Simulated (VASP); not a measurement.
A run of VASP 6.6.1 is set up as follows.

File INCAR:

```
SYSTEM = MgO
  ALGO = Normal
  EDIFF = 1E-7
  EDIFFG = -0.05
  ENCUT = 600
  GGA = PS
  GGA_COMPAT = .FALSE.
  IBRION = 2
  ISIF = 3
  ISMEAR = 0
  LASPH = .TRUE.
  LCHARG = .FALSE.
  LREAL = .FALSE.
  LWAVE = .FALSE.
  NELM = 120
  NELMIN = 4
  NSW = 80
  PREC = Accurate
  PSTRESS = 2800.0
  SIGMA = 0.1
```

File KPOINTS:

```
k-points
0
G
  10 10 10
  0 0 0
```

Contents of POSCAR:

```
MgO
1.0
    0.0000000000      1.7482935923      1.7482935923
    1.7482935923      0.0000000000      1.7482935923
    1.7482935923      1.7482935923      0.0000000000
Mg O
1 1
Direct
    0.0000000000      0.0000000000      0.0000000000
    0.5000000000      0.5000000000      0.5000000000
```

Potentials or basis: VASP PAW PBE potentials, release 64 (Mg, O).

Command:

```console
$ cat potpaw_PBE.64/Mg/POTCAR potpaw_PBE.64/O/POTCAR > POTCAR
$ mpirun -np 1 vasp_std > vasp.out
```

Question: Predict the relaxed volume.

Answer: 5.39 Å³/atom.

Question: What does it give for the band gap on the k mesh?

Answer: 8.73 eV, indirect (least direct gap 11.00 eV).

Question: What does it give for the space group after relaxing (to 0.05 Å)?

Answer: Fm-3m (No. 225).

The path:
```
step  energy change (eV)  largest force (eV/Å)  pressure (GPa)  volume (Å³)
   1              0.0000                0.0000          289.07        10.69
   2             -0.7860                0.0000          243.01        11.16
   3             -0.1567                0.0000          279.87        10.78
```

Caveat: the cell is relaxed towards a set pressure, so the enthalpy falls and the energy may rise; the PAW data sets were made with another functional, which shifts forces and pressure a little. A k mesh can miss the band edges.
